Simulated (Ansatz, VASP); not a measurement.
BaF2: VASP beside Ansatz

INCAR

```
SYSTEM = BaF2
ALGO = Normal
EDIFF = 1E-6
ENCUT = 600
GGA = PE
GGA_COMPAT = .False.
ISIF = 2
ISMEAR = -1
LASPH = .True.
LCHARG = .False.
LORBIT = 11
LORBMOM = .True.
LREAL = .False.
LSORBIT = .True.
LWAVE = .False.
MAGMOM = 0 0 0 0 0 0 0 0 0
NBANDS = 37
NELM = 200
PREC = Accurate
SIGMA = 0.02
```

KPOINTS

```
k-points
0
Gamma
  7 7 7
  0 0 0
```

POSCAR

```
BaF2
1.0
    0.0000000000      3.1230132130      3.1230132130
    3.1230132130      0.0000000000      3.1230132130
    3.1230132130      3.1230132130      0.0000000000
Ba F
1 2
Direct
    0.0000000000      0.0000000000      0.0000000000
    0.2500000000      0.2500000000      0.2500000000
    0.7500000000      0.7500000000      0.7500000000
```

Input for Ansatz:

```yaml
crystal:
  lattice:
    - [0.0, 3.123013213, 3.123013213]
    - [3.123013213, 0.0, 3.123013213]
    - [3.123013213, 3.123013213, 0.0]
  atoms:
    - { symbol: Ba, position: [0.0, 0.0, 0.0] }
    - { symbol: F, position: [0.25, 0.25, 0.25] }
    - { symbol: F, position: [0.75, 0.75, 0.75] }
kpoints:
  mp_grid: { grid: [7, 7, 7] }
  band_path:
    path:
      - [0.0, 0.0, 0.0]
      - [0.5, 0.0, 0.5]
      - [0.625, 0.25, 0.625]
      - [0.375, 0.375, 0.75]
      - [0.0, 0.0, 0.0]
      - [0.5, 0.5, 0.5]
      - [0.5, 0.25, 0.75]
      - [0.5, 0.0, 0.5]
    npoints: 8
scf:
  occupations: { method: fermi_dirac, width: 0.02 }
hamiltonian:
  xc: pbe
  pseudopotentials: { kind: all_electron, lapw: { basis_error: 0.0005 } }
output:
  forces: true
  stress: true
  eigenvalues: true
magnetization:
  noncollinear: true
  spin_orbit: true
```

Alike in both runs: task single point; functional PBE; k mesh 7 × 7 × 7; occupations fermi-dirac, width 0.02 eV; non-collinear spin, spin-orbit coupling.

|  | VASP | Ansatz |
| --- | --- | --- |
| version | VASP 6.6.1 | Ansatz 0.2.0 |
| potentials or method | VASP PAW PBE potentials, release 64 (Ba_sv, F), cutoff 600 eV | all-electron LAPW |

Ansatz gave:

- pressure (GPa): 0.0

Q: Which values does VASP return?

A: Pressure (GPa): 0.9.

Ansatz ran all-electron here, and VASP with PAW potentials.
